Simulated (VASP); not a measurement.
# LiH9O5: single point with LDA

The system is LiH9O5.

```xyz
15
Lattice="5.4737 0.0000 0.0000 0.0000 5.4737 0.0000 0.0000 0.0000 5.4737" Properties=species:S:1:pos:R:3 pbc="T T T"
O     4.1194    3.2730    0.8029
O     4.8541    2.6685    3.5338
O     2.6728    1.1489    2.8895
O     1.5746    1.7582    5.8087
O     3.2965    4.4739    4.3749
H     3.8711    3.9285   -0.0751
H     3.3150    2.7865    1.0996
H     4.3004    3.6531    3.8834
H     4.8539    2.8344    2.6215
H     2.8174    0.2354    3.2398
H     3.4991    1.6555    3.2021
H     1.9136    1.2045    6.5509
H     1.8438    1.2405    4.8793
H     2.7129    3.7298    4.2794
Li    0.0335    2.2981   -0.1552
```

- Program: VASP 6.6.1
- Task: single point
- Functional: LDA
- Potentials or basis: VASP PAW LDA potentials, release 64 (O, H, Li_sv)
- Cutoff: 650 eV
- k mesh: 1 × 1 × 1
- Occupations: fermi-dirac, width 0.02 eV
- Spin: no spin polarisation
- Dipole correction: no
- Further INCAR settings: ALGO = Normal; EDIFF = 1e-06; NBANDS = 34

The pressure is -1.1 GPa. The largest force is 3.789 eV/Å and the band gap on the k mesh is 4.08 eV.

Forces in eV/Å, atoms in the order of the input:
```
O    0.742 -0.419  0.241
O   -0.673  0.697  3.663
O    0.121  0.538  0.098
O    1.200 -1.781 -2.856
O    1.423  0.910 -0.597
H   -0.761 -0.152  1.425
H    0.111  0.294 -0.500
H    0.077 -1.027 -0.627
H    0.504  0.496 -3.365
H    0.327 -0.468  0.321
H   -0.259 -0.145 -0.168
H    0.207  0.043  0.525
H   -0.240  1.454  2.414
H   -1.485 -0.972 -0.235
Li  -1.294  0.532 -0.339
```

Stress tensor (GPa, compression positive):
```
 0.71  0.67  0.94
 0.67 -1.63 -2.26
 0.94 -2.26 -2.46
```

Levels at points of the mesh, in eV from the valence-band top:
```csv
k point,band 17,band 18,band 19,band 20,band 21,band 22,band 23,band 24,band 25,band 26
"(0.00, 0.00, 0.00)",-0.99,-0.76,-0.59,-0.30,0.00,4.08,7.84,8.23,8.65,8.90
```

Run time: 10 s on 1 thread of AMD EPYC 7R43 64-Core Processor (Zen 3), with other jobs on the host, peak memory 0.2 GiB.

Caveat: the k points lie up to 1.15 Å⁻¹ apart.
